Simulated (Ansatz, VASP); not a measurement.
# One calculation of Ge, two programs

```xyz
2
Lattice="0.0000 2.8821 2.8821 2.8821 0.0000 2.8821 2.8821 2.8821 0.0000" Properties=species:S:1:pos:R:3 pbc="T T T"
Ge   -0.7205   -0.7205   -0.7205
Ge    0.7205    0.7205    0.7205
```

Alike in both runs: functional PBE; k mesh 12 × 12 × 12; occupations fermi-dirac, width 0.05 eV; no spin polarisation.

Ansatz relaxed the structure, and its values are those at the end. VASP's run is a single point on that final structure, the one shown.

|  | VASP | Ansatz |
| --- | --- | --- |
| version | VASP 6.6.1 | Ansatz 0.2.0 |
| potentials or method | VASP PAW PBE potentials, release 64 (Ge_d), cutoff 520 eV | all-electron LAPW, non-relativistic |

|  | VASP | Ansatz | Ansatz less VASP |
| --- | --- | --- | --- |
| pressure (GPa) | -0.2 | 0.0 | +0.19 |

Ansatz ran all-electron here, and VASP with PAW potentials.
